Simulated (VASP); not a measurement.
Here is a VASP 6.6.1 calculation.

Contents of INCAR:

```
  ALGO = Fast
  DIPOL = 0.5 0.5 0.363
  EDIFF = 1E-6
  EDIFFG = -0.025
  ENCUT = 520
  GGA = PE
  IBRION = 2
  IDIPOL = 3
  ISIF = 2
  ISMEAR = 0
  KPAR = 4
  LASPH = True
  LCHARG = False
  LDIPOL = True
  LREAL = False
  LWAVE = False
  NELM = 100
  NSW = 36
  PREC = Accurate
  SIGMA = 0.1
```

The input KPOINTS:

```
k-points
0
Gamma
  8 8 1
```

File POSCAR:

```
Si4W2Cl
1.0
    3.2290359795      0.0000000000      0.0000000000
    0.0000000000      3.2290359795      0.0000000000
    0.0000000000      0.0000000000     21.9368337387
Si W Cl
4 2 1
Selective dynamics
Direct
    0.0000000000      0.0000000000      0.1823417202  F F F
    0.0000000000      0.0000000000      0.3010024140  F F F
    0.5000000000      0.5000000000      0.3590131320  F F F
    0.5000000000      0.5000000000      0.4757675544  F F F
    0.5000000000      0.5000000000      0.2416720671  F F F
    0.0000000000      0.0000000000      0.4178417948  F F F
    0.6250000000      0.7500000000      0.5633153902  F F T
```

Potentials or basis: VASP PAW PBE potentials, release 64 (Si, W_sv, Cl).

Launch:

```console
$ cat potpaw_PBE.64/Si/POTCAR potpaw_PBE.64/W_sv/POTCAR potpaw_PBE.64/Cl/POTCAR > POTCAR
$ mpirun -np 4 vasp_std > vasp.out
```

Q: What does it give for the band gap on the k mesh?

A: Zero (an odd number of electrons rules out a gap without spin polarisation).

Q: What does it give for the energy gained by relaxing?

A: 0.1 meV/atom.

Final structure:
```yaml
crystal:
  lattice:
    - [3.22904, 0.00000, 0.00000]
    - [0.00000, 3.22904, 0.00000]
    - [0.00000, 0.00000, 21.93683]
  atoms:
    - { symbol: Si, position: [0.00000, 0.00000, 0.18234] }
    - { symbol: Si, position: [0.00000, 0.00000, 0.30100] }
    - { symbol: Si, position: [0.50000, 0.50000, 0.35901] }
    - { symbol: Si, position: [0.50000, 0.50000, 0.47577] }
    - { symbol: W, position: [0.50000, 0.50000, 0.24167] }
    - { symbol: W, position: [0.00000, 0.00000, 0.41784] }
    - { symbol: Cl, position: [0.62500, 0.75000, 0.56395] }
```

Caveat: spin-orbit coupling is left out, which moves the levels of the heavy elements; an odd number of electrons without spin polarisation forces a metal; a magnetic or distorted state may lie lower.
